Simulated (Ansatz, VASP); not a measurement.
**ScGaTeSe2: VASP beside Ansatz**

```
Sc Ga Te Se
1.0
     5.45895    0.00000    0.00000
     0.00000    5.45895    0.00000
     0.00000    0.00000    5.12225
Sc Ga Te Se
1 1 1 2
Direct
  0.00000 0.00000 0.00000
  0.50000 0.50000 0.00000
  0.50000 0.50000 0.50000
  0.50000 0.00000 0.50000
  0.00000 0.50000 0.50000
```

Change from the starting cell: species swapped into the ErBPd2Rh type (P4/mmm, No. 123).

Alike in both runs: task single point; functional PBE; k mesh 4 × 4 × 4; occupations gaussian, width 0.1 eV; collinear spin.

|  | VASP | Ansatz |
| --- | --- | --- |
| version | VASP 6.6.1 | Ansatz 0.2.0 |
| potentials or method | VASP PAW PBE potentials, release 64 (Sc_sv, Ga_d, Te, Se), cutoff 520 eV | scalar-relativistic, plane waves, PAW |
| valence electrons in the cell | 42 | 72 |

|  | VASP | Ansatz | Ansatz less VASP |
| --- | --- | --- | --- |
| gap on the k mesh at the Fermi level (eV) | none | none | - |
| pressure (GPa) | 0.7 | 0.6 | -0.04 |
| traceless stress, the component that is largest in VASP (GPa) | -0.19 | -0.23 | -0.044 |
| net moment per atom (μB) | 0.25 | 0.25 | -0.001 |
| size of the moment on the site where the two differ most (μB) | 0.76 | 0.88 | +0.123 |

Site moments also hang on the region over which each program counts them. A gap of «none» marks a metal or a gap that the smearing closes. VASP's potentials hold 42 valence electrons a cell and Ansatz's 72, so a difference there can come from the potentials and not from the codes.

Neither program's run includes spin-orbit coupling.
